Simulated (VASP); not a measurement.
# CuI (P6_3/mmc) in VASP: single point with r2SCAN

Aim: the single point of CuI with r2SCAN.

Everything below comes from runs of VASP 6.6.1. Logs are shortened: lines on timing, memory, paths and dates and some standing lists are left out, and cuts for length are marked.

## 1. The cell of the first run

The structure is hexagonal, space group P6_3/mmc (No. 194). Conventional cell: a = 4.147 Å, b = 4.147 Å, c = 6.336 Å, α = 90.00°, β = 90.00°, γ = 120.00°. Within 3.8 Å of Cu (site symmetry -3m) lie 6 I at 2.87 Å and 2 Cu at 3.17 Å. I (site symmetry -6m2) has 6 Cu at 2.87 Å within 3.8 Å.

## 2. Single point, r2SCAN

File POSCAR:

```
CuI
1.0
    4.1473371297      0.0000000000      0.0000000000
   -2.0736685648      3.5916993124      0.0000000000
    0.0000000000      0.0000000000      6.3363560909
Cu I
2 2
Direct
    0.0000000000      0.0000000000      0.0000000000
    0.0000000000      0.0000000000      0.5000000000
    0.3333333333      0.6666666667      0.2500000000
    0.6666666667      0.3333333333      0.7500000000
```

File INCAR.step1:

```
ALGO = Normal
EDIFF = 1E-4
ENCUT = 520
GGA = PE
ISMEAR = 0
LASPH = True
LCHARG = False
LREAL = False
LWAVE = True
NBANDS = 26
NELM = 60
PREC = Accurate
SIGMA = 0.01
```

File INCAR.step2:

```
ALGO = Normal
EDIFF = 1E-7
ENCUT = 520
ISIF = 2
ISMEAR = 0
ISTART = 1
LASPH = True
LCHARG = False
LMIXTAU = True
LREAL = False
LWAVE = False
METAGGA = R2SCAN
NBANDS = 26
NELM = 60
PREC = Accurate
SIGMA = 0.01
```

File KPOINTS:

```
k-points
0
Gamma
  6 6 4
```

Potentials or basis: VASP PAW PBE potentials, release 64 (Cu, I).

Launch:

```sh
> cat potpaw_PBE.64/Cu/POTCAR potpaw_PBE.64/I/POTCAR > POTCAR
> cp INCAR.step1 INCAR
> mpirun -np 1 vasp_std > vasp.out
> cp INCAR.step2 INCAR
> mpirun -np 1 vasp_std > vasp.out
```

OUTCAR:

```text
EDIFF = 1E-7
   ENCUT = 520
   ISIF = 2
   ISMEAR = 0
   ISTART = 1
   LASPH = True
   LREAL = False
   METAGGA = R2SCAN
   NELM = 60
   PREC = Accurate

 ion  position               nearest neighbor table
   1  0.000  0.000  0.000-   3 2.87   4 2.87   3 2.87   4 2.87   4 2.87   3 2.87
   2  0.000  0.000  0.500-   3 2.87   4 2.87   3 2.87   4 2.87   4 2.87   3 2.87
   3  0.333  0.667  0.250-   1 2.87   2 2.87   1 2.87   2 2.87   1 2.87   2 2.87
   4  0.667  0.333  0.750-   1 2.87   2 2.87   1 2.87   2 2.87   1 2.87   2 2.87

  LATTYP: Found a hexagonal cell.
 ALAT       =     4.1473371297
 C/A-ratio  =     1.5278131227

  Lattice vectors:

 A1 = (   4.1473371297,   0.0000000000,   0.0000000000)
 A2 = (  -2.0736685648,   3.5916993124,   0.0000000000)
 A3 = (   0.0000000000,   0.0000000000,   6.3363560909)

Analysis of symmetry for initial positions (statically):
=====================================================================
 Subroutine PRICEL returns:
 Original cell was already a primitive cell.

 Routine SETGRP: Setting up the symmetry group for a
 hexagonal supercell.

 Subroutine GETGRP returns: Found 24 space group operations
 (whereof 12 operations were pure point group operations)
 out of a pool of 24 trial point group operations.

The static configuration has the point symmetry D_3d.
 The point group associated with its full space group is D_6h.

Analysis of symmetry for dynamics (positions and initial velocities):
=====================================================================
 Subroutine PRICEL returns:
 Original cell was already a primitive cell.

 Routine SETGRP: Setting up the symmetry group for a
 hexagonal supercell.

 Subroutine GETGRP returns: Found 24 space group operations
 (whereof 12 operations were pure point group operations)
 out of a pool of 24 trial point group operations.

The dynamic configuration has the point symmetry D_3d.
 The point group associated with its full space group is D_6h.

 Subroutine INISYM returns: Found 24 space group operations
 (whereof 12 operations are pure point group operations),
 and found     1 'primitive' translations

----------------------------------------------------------------------------------------

                                     Primitive cell

  volume of cell :      94.3863

  direct lattice vectors                    reciprocal lattice vectors
     4.147337130  0.000000000  0.000000000     0.241118570  0.139209872  0.000000000
    -2.073668565  3.591699312  0.000000000     0.000000000  0.278419743  0.000000000
[... 86 lines left out ...]
   LREAL  =      F    real-space projection
   EDIFFG = 0.1E-05   stopping-criterion for IOM
   NSW    =      0    number of steps for IOM
   IBRION =     -1    ionic relax: 0-MD 1-quasi-New 2-CG
   NFREE  =      0    steps in history (QN), initial steepest desc. (CG)
   ISIF   =      2    stress and relaxation
   ISYM   =      2    0-nonsym 1-usesym 2-fastsym
   POTIM  = 0.5000    time-step for ionic-motion
   TEBEG  =    0.0;   TEEND  =   0.0 temperature during run
   PSTRESS=    0.0 pullay stress
   NELECT =      36.0000    total number of electrons
   NUPDOWN=      -1.0000    fix difference up-down
   EMIN   =  10.00;   EMAX   =-10.00  energy-range for DOS
   EFERMI =   0.00;   METHOD = LEGACY
   ISMEAR =     0;   SIGMA  =   0.01  broadening in eV -4-tet -1-fermi 0-gaus
   EFERMI_NEDOS =   21; number of points for ismear=-14 and -15
   IALGO  =     38    algorithm
   IMIX   =      4    mixing-type and parameters
     AMIX     =   0.40;   BMIX     =  1.00
     AMIX_MAG =   1.60;   BMIX_MAG =  1.00
  volume/ion in A,a.u.               =      23.60       159.24
  Fermi-wavevector in a.u.,A,eV,Ry     =   1.187242  2.243563 19.178015  1.409544
  Thomas-Fermi vector in A             =   2.323398
   LORBIT       =      0    0 simple, 1 ext, 2 COOP (PROOUT), +10 PAW based schemes
   METAGGA = R2SCAN    functional components
   LHFCALC =     F    Hartree Fock is set to
   AEXX    =    0.0000 exact exchange contribution
   IVDW    =     0    specifies the selected vdW correction
   LEPSILON=     F    determine dielectric tensor
   LRPA    =     F    only Hartree local field effects (RPA)
 non-spin polarized calculation
 Gauss-broadening in eV      SIGMA  =   0.01
  energy-cutoff  :      520.00
  volume of cell :       94.39
 maximum number of plane-waves:      2568
 NGX is ok and might be reduce to    32
   NGX = 15   NGY = 15   NGZ = 23

 number of electron      36.0000002 magnetization

 Free energy of the ion-electron system (eV)
  ---------------------------------------------------
  ext. energy  EPLUGINS =         0.00000000
  ---------------------------------------------------
  free energy    TOTEN  =       -70.65142436 eV

  energy without entropy =      -70.65142436  energy(sigma->0) =      -70.65142436

 E-fermi :   6.0812     XC(G=0): -10.4429

 val. band max:        5.9717276631   @ k =   0.5000  -0.0000   0.0000
 cond. band min:       6.8002915929   @ k =   0.3333   0.3333   0.0000
 fundamental gap:      0.8285639298
 Fermi energy:         6.0811895296

 k-point     1 :       0.0000    0.0000    0.0000
  band No.  band energies     occupation
      1      -8.7545      2.00000
      2      -7.6233      2.00000
      3      -0.4029      2.00000
      4       2.1580      2.00000
      5       2.1580      2.00000
      6       3.7424      2.00000
[... 598 lines left out ...]
     25      14.1103      0.00000
     26      14.1103      0.00000

------------------------ aborting loop because EDIFF is reached ----------------------------------------

  FORCE on cell =-STRESS in cart. coord.  units (eV):
  Direction    XX          YY          ZZ          XY          YZ          ZX
  --------------------------------------------------------------------------------------
  -------------------------------------------------------------------------------------
  Total       -0.0194840     -0.0194840      0.0154019     -0.0000000     -0.0000000     -0.0000000
  in kB       -0.3307340     -0.3307340      0.2614417     -0.0000000     -0.0000000     -0.0000000
  external PRESSURE =      -0.1333421 kB  Pullay stress =       0.0000000 kB

 VOLUME and BASIS-vectors are now :
 -----------------------------------------------------------------------------
  energy-cutoff  :      520.00
  volume of cell :       94.39
      direct lattice vectors                 reciprocal lattice vectors
     4.147337130  0.000000000  0.000000000     0.241118570  0.139209872  0.000000000
    -2.073668565  3.591699312  0.000000000     0.000000000  0.278419743  0.000000000
     0.000000000  0.000000000  6.336356091     0.000000000  0.000000000  0.157819413

 POSITION                                       TOTAL-FORCE (eV/Angst)
 -----------------------------------------------------------------------------------
      0.00000      0.00000      0.00000         0.000000      0.000000      0.000000
      0.00000      0.00000      3.16818         0.000000      0.000000      0.000000
     -0.00000      2.39447      1.58409         0.000000     -0.000000      0.000000
      2.07367      1.19723      4.75227        -0.000000      0.000000      0.000000
 -----------------------------------------------------------------------------------
    total drift:                                0.000000     -0.000000      0.000000

  FREE ENERGIE OF THE ION-ELECTRON SYSTEM (eV)
  ---------------------------------------------------
  free  energy   TOTEN  =       -70.6514243579 eV

  energy  without entropy=      -70.6514243579  energy(sigma->0) =      -70.65142436
```

OUTCAR.step1:

```text
EDIFF = 1E-4
   ENCUT = 520
   GGA = PE
   ISMEAR = 0
[... 835 lines left out ...]
      0.00000      0.00000      0.00000         0.000000      0.000000     -0.000000
      0.00000      0.00000      3.16818         0.000000      0.000000     -0.000000
     -0.00000      2.39447      1.58409        -0.000000      0.000000      0.000000
      2.07367      1.19723      4.75227         0.000000      0.000000      0.000000
 -----------------------------------------------------------------------------------
    total drift:                                0.000000     -0.000000      0.000000

  FREE ENERGIE OF THE ION-ELECTRON SYSTEM (eV)
  ---------------------------------------------------
  free  energy   TOTEN  =       -10.1769403920 eV

  energy  without entropy=      -10.1769403920  energy(sigma->0) =      -10.17694039
```

Wall time 3.6 min (1 thread of AMD EPYC 7R43 (Zen 3), shared host); peak memory 0.21 GiB.

Results:

```
Free energy            : -70.6514 eV
Pressure               : 0.0 GPa
Band gap on the k mesh : 0.83 eV (least direct gap 1.30 eV)
```

Levels at points of the mesh, in eV from the valence-band top:
```tsv
k point	band 15	band 16	band 17	band 18	band 19	band 20	band 21	band 22
(0.00, 0.00, 0.00)	-1.55	-1.15	-0.08	-0.07	1.23	2.81	5.33	5.33
(0.50, 0.00, 0.00)	-1.51	-1.41	-0.67	0.00	2.29	2.79	3.52	4.75
(0.00, 0.00, 0.50)	-0.60	-0.60	-0.60	-0.60	2.99	2.99	5.51	5.51
(0.50, 0.00, 0.50)	-1.05	-1.05	-0.80	-0.80	1.88	1.88	5.04	5.04
```

Caveat: the PAW data sets were made with another functional, which shifts forces and pressure a little; spin-orbit coupling is left out, which moves the levels of the heavy elements. A k mesh can miss the band edges.
